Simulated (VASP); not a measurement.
The system is W.

```
W
1.0
     0.00000    2.03000    2.03000
     2.03000    0.00000    2.03000
     2.03000    2.03000    0.00000
W
1
Direct
  0.00000 0.00000 0.00000
```

| Property | Result |
| --- | --- |
| Program | VASP 6.6.1 |
| Task | relaxation of cell and atoms |
| Functional | PBEsol |
| Potentials or basis | VASP PAW PBE potentials, release 64 (W_sv) |
| Cutoff | 600 eV |
| k mesh | 18 × 18 × 18 |
| Occupations | fermi-dirac, width 0.05 eV |
| Spin | no spin polarisation |

At the start: pressure -12.1 GPa; volume 16.73 Å³/atom.

Problem. How do energy, volume and symmetry change on relaxing?

Solution. Over 7 steps the energy falls by 28.0 meV/atom and the volume is 16.02 Å³/atom (-4.3 %); space group Fm-3m (No. 225, to 0.05 Å).

The path:
| step | energy change (eV) | largest force (eV/Å) | pressure (GPa) | volume (Å³) |
| --- | --- | --- | --- | --- |
| 1 | 0.0000 | 0.0000 | -12.11 | 16.73 |
| 2 | 0.3238 | 0.0000 | 58.49 | 13.85 |
| 3 | -0.0278 | 0.0000 | -0.89 | 16.06 |
| 4 | -0.0280 | 0.0000 | -0.14 | 16.02 |
| 5 | -0.0280 | 0.0000 | 0.12 | 16.01 |
| 6 | -0.0280 | 0.0000 | -0.30 | 16.03 |
| 7 | -0.0280 | 0.0000 | 0.00 | 16.02 |

Final structure:
```
W
1.0
     0.00000    2.00066    2.00066
     2.00066    0.00000    2.00066
     2.00066    2.00066    0.00000
W
1
Direct
  0.00000 0.00000 0.00000
```

Caveat: the PAW data sets were made with another functional, which shifts forces and pressure a little.
